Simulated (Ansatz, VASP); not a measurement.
## Two plane-wave programs on In

File INCAR:

```
SYSTEM = In
  ALGO = Fast
  EDIFF = 1E-6
  ENCUT = 520
  GGA = PE
  ISIF = 2
  ISMEAR = 0
  LASPH = .TRUE.
  LCHARG = .TRUE.
  LELF = .TRUE.
  LREAL = .FALSE.
  LVHAR = .TRUE.
  LWAVE = .FALSE.
  NBANDS = 12
  NELM = 100
  PREC = Accurate
  SIGMA = 0.15
```

File KPOINTS:

```
k-points
0
G
  20 20 20
  0 0 0
```

File POSCAR:

```
In
1.0
   -1.6261500000      1.6261500000      2.2760340000
    1.6261500000     -1.6261500000      2.2760340000
    1.6261500000      1.6261500000     -2.2760340000
In
1
Direct
    0.0000000000      0.0000000000      0.0000000000
```

Input for Ansatz:

```yaml
crystal:
  lattice:
    - [-1.62615, 1.62615, 2.276034]
    - [1.62615, -1.62615, 2.276034]
    - [1.62615, 1.62615, -2.276034]
  atoms:
    - { symbol: In, position: [0.0, 0.0, 0.0] }
basis:
  ecutwfc: 420
kpoints:
  mp_grid: { grid: [20, 20, 20] }
hamiltonian:
  xc: pbe
scf:
  occupations: { method: gaussian, width: 0.15 }
output:
  forces: true
  stress: true
  eigenvalues: true
```

Change from the starting cell: strain +0.000 along x and y, -0.080 along z, atoms carried along.

Alike in both runs: task single point; functional PBE; k mesh 20 × 20 × 20; occupations gaussian, width 0.15 eV; no spin polarisation.

```csv
,VASP,Ansatz
version,VASP 6.6.1,Ansatz 0.2.0
potentials or method,"VASP PAW PBE potentials, release 64 (In_d), cutoff 520 eV","scalar-relativistic, plane waves, PAW"
valence electrons in the cell,13,13
```

|  | VASP | Ansatz | Ansatz less VASP |
| --- | --- | --- | --- |
| gap on the k mesh at the Fermi level (eV) | none | none | - |
| pressure (GPa) | 6.5 | 6.6 | +0.08 |
| traceless stress, the component that is largest in VASP (GPa) | 0.16 | 0.16 | +0.001 |

A gap of «none» marks a metal or a gap that the smearing closes. The functional is the same, so the differences come from potentials, cutoffs and numerics.
